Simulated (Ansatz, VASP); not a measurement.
Al2O3: VASP beside Ansatz

File INCAR:

```
SYSTEM = Al2O3
ALGO     = Normal         ! electronic algorithm
EDIFF    = 1E-7           ! SCF threshold, eV
ENCUT    = 520            ! plane-wave cutoff, eV
GGA      = PE             ! functional
ISIF     = 2              ! what is computed and relaxed
ISMEAR   = 0              ! smearing method
IVDW     = 12             ! dispersion correction
LASPH    = .TRUE.         ! aspherical terms in the spheres
LCHARG   = .FALSE.        ! write CHGCAR
LREAL    = .FALSE.        ! projectors in reciprocal space
LWAVE    = .FALSE.        ! write WAVECAR
NBANDS   = 20             ! bands
NELM     = 100            ! most SCF steps
PREC     = Accurate       ! precision mode
SIGMA    = 0.05           ! smearing width, eV
```

The input KPOINTS:

```
k-points
0
G
  9 9 4
  0 0 0
```

Contents of POSCAR:

```
Al2O3
1.0
    2.9416895826      0.0000000000      0.0000000000
   -1.4708447913      2.5475779086      0.0000000000
    0.0000000000      0.0000000000      7.4858055969
Al O
2 3
Direct
    0.0000000000      0.0000000000      0.1907358529
    0.0000000000      0.0000000000      0.8092641471
    0.3333333333      0.6666666667      0.2977981479
    0.6666666667      0.3333333333      0.0000000000
    0.3333333333      0.6666666667      0.7022018521
```

Input for Ansatz:

```yaml
crystal:
  lattice:
    - [2.9416895826, 0.0, 0.0]
    - [-1.4708447913, 2.5475779086, 0.0]
    - [0.0, 0.0, 7.4858055969]
  atoms:
    - { symbol: Al, position: [0.0, 0.0, 0.1907358529] }
    - { symbol: Al, position: [0.0, 0.0, 0.8092641471] }
    - { symbol: O, position: [0.3333333333, 0.6666666667, 0.2977981479] }
    - { symbol: O, position: [0.6666666667, 0.3333333333, 0.0] }
    - { symbol: O, position: [0.3333333333, 0.6666666667, 0.7022018521] }
basis:
  ecutwfc: 520.0
kpoints:
  mp_grid: { grid: [9, 9, 4] }
hamiltonian:
  xc: pbe
  pseudopotentials: { kind: paw, azcp: { folder: soft_1 } }
  dispersion: d3bj
scf:
  occupations: { method: gaussian, width: 0.05 }
output:
  forces: true
  stress: true
  eigenvalues: true
```

Alike in both runs: task single point; functional PBE; dispersion D3(BJ); k mesh 9 × 9 × 4; occupations gaussian, width 0.05 eV; no spin polarisation.

|  | VASP | Ansatz |
| --- | --- | --- |
| version | VASP 6.6.1 | Ansatz 0.2.0 |
| potentials or method | VASP PAW PBE potentials, release 64 (Al, O), cutoff 520 eV | scalar-relativistic, plane waves, PAW |
| valence electrons in the cell | 24 | 24 |

|  | VASP | Ansatz | Ansatz less VASP |
| --- | --- | --- | --- |
| gap on the k mesh at the Fermi level (eV) | 3.44 | 3.47 | +0.031 |
| least direct gap on the mesh (eV) | 3.48 | 3.52 | +0.030 |
| pressure (GPa) | -17.4 | -17.4 | -0.03 |
| traceless stress, the component that is largest in VASP (GPa) | 1.35 | 1.58 | +0.232 |
| rms of the force components (eV/Å) | 1.075 | 1.065 | -0.0096 |

Atom by atom the forces differ by 0.010 eV/Å (rms over components).
